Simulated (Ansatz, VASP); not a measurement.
MnS: VASP beside Ansatz

```xyz
2
Lattice="3.0990 0.0000 0.0000 0.0000 3.0990 0.0000 0.0000 0.0000 3.0990" Properties=species:S:1:pos:R:3 pbc="T T T"
Mn    1.5495    1.5495    1.5495
S     0.0000    0.0000    0.0000
```

Alike in both runs: task single point; functional PBEsol; k mesh 7 × 7 × 7; collinear spin; Hubbard terms Mn d U = 5.0 eV.

```csv
,VASP,Ansatz
version,VASP 6.6.1,Ansatz 0.2.0
potentials or method,"VASP PAW PBE potentials, release 64 (Mn_pv, S)","plane waves, PAW"
plane-wave cutoff (eV),520,420
occupations,"fermi-dirac, width 0.1 eV",fermi-dirac
valence electrons in the cell,19,21
```

```tsv
	VASP	Ansatz	Ansatz less VASP
gap on the k mesh at the Fermi level (eV)	none	none	-
net moment per atom (μB)	2.39	2.40	+0.005
size of the moment on the site where the two differ most (μB)	4.50	4.45	-0.051
```

VASP's potentials were made for PBE, not for PBEsol. Site moments also hang on the region over which each program counts them. The programs project onto different local orbitals, so the same U acts differently, and such runs can settle in different states. A gap of «none» marks a metal or a gap that the smearing closes. VASP's potentials hold 19 valence electrons a cell and Ansatz's 21, so a difference there can come from the potentials and not from the codes. Ansatz's warnings: filled band counts differ across k points.
